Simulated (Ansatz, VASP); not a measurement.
One calculation of As, two programs

The input POSCAR:

```
As
1.0
    2.7036817400      0.0000000000      0.0000000000
    0.0000000000      2.7036817400      0.0000000000
    0.0000000000      0.0000000000      5.4073634900
As
2
Direct
    0.4174883800      0.4846435100      0.2429717800
    0.5825116200      0.5153564900      0.7570282200
```

The input INCAR.step1:

```
SYSTEM = As
ALGO = Normal
EDIFF = 1E-5
ENCUT = 520
GGA = PE
ISIF = 2
ISMEAR = -1
LASPH = .TRUE.
LREAL = .FALSE.
LWAVE = .TRUE.
NBANDS = 12
NELM = 80
PREC = Accurate
SIGMA = 0.05
```

The input INCAR.step2:

```
SYSTEM = As
AEXX = 0.25
ALGO = Normal
EDIFF = 1E-6
ENCUT = 520
GGA = PE
HFSCREEN = 0.3
ISIF = 2
ISMEAR = -1
ISTART = 1
LASPH = .TRUE.
LCHARG = .TRUE.
LELF = .TRUE.
LHFCALC = .TRUE.
LREAL = .FALSE.
LVHAR = .TRUE.
LWAVE = .FALSE.
NBANDS = 12
NELM = 80
PREC = Accurate
PRECFOCK = Normal
SIGMA = 0.05
```

The input KPOINTS:

```
k-points
0
G
  5 5 3
  0 0 0
```

input

```
crystal:
  lattice:
    - [2.70368174, 0.0, 0.0]
    - [0.0, 2.70368174, 0.0]
    - [0.0, 0.0, 5.40736349]
  atoms:
    - { symbol: As, position: [0.41748838, 0.48464351, 0.24297178] }
    - { symbol: As, position: [0.58251162, 0.51535649, 0.75702822] }
hamiltonian:
  xc: { exchange: pbe, correlation: pbe, exx: { coeff: 0.25, omega: 0.3 } }
  pseudopotentials: { kind: paw }
kpoints:
  mp_grid: { grid: [5, 5, 3] }
scf:
  occupations: { method: fermi_dirac, width: 0.05 }
output:
  forces: true
  stress: true
  eigenvalues: true
```

Alike in both runs: task single point; functional PBE-based screened hybrid; k mesh 5 × 5 × 3; occupations fermi-dirac, width 0.05 eV; no spin polarisation.

|  | VASP | Ansatz |
| --- | --- | --- |
| version | VASP 6.6.1 | Ansatz 0.2.0 |
| potentials or method | VASP PAW PBE potentials, release 64 (As) | Ansatz PAW |
| plane-wave cutoff (eV) | 520 | 420 |
| valence electrons in the cell | 10 | 30 |

```csv
,VASP,Ansatz,Ansatz less VASP
gap on the k mesh at the Fermi level (eV),none,none,-
pressure (GPa),-1.5,-1.1,+0.44
"traceless stress, the component that is largest in VASP (GPa)",-6.77,-6.85,-0.080
rms of the force components (eV/Å),0.184,0.177,-0.0069
```

VASP's potentials were made for PBE, not for PBE-based screened hybrid. Atom by atom the forces differ by 0.007 eV/Å (rms over components). A gap of «none» marks a metal or a gap that the smearing closes. The functional is the same, so the differences come from potentials, cutoffs and numerics. VASP's potentials hold 10 valence electrons a cell and Ansatz's 30, so a difference there can come from the potentials and not from the codes.

The k mesh is coarse, so the values compare programs but aren't converged.
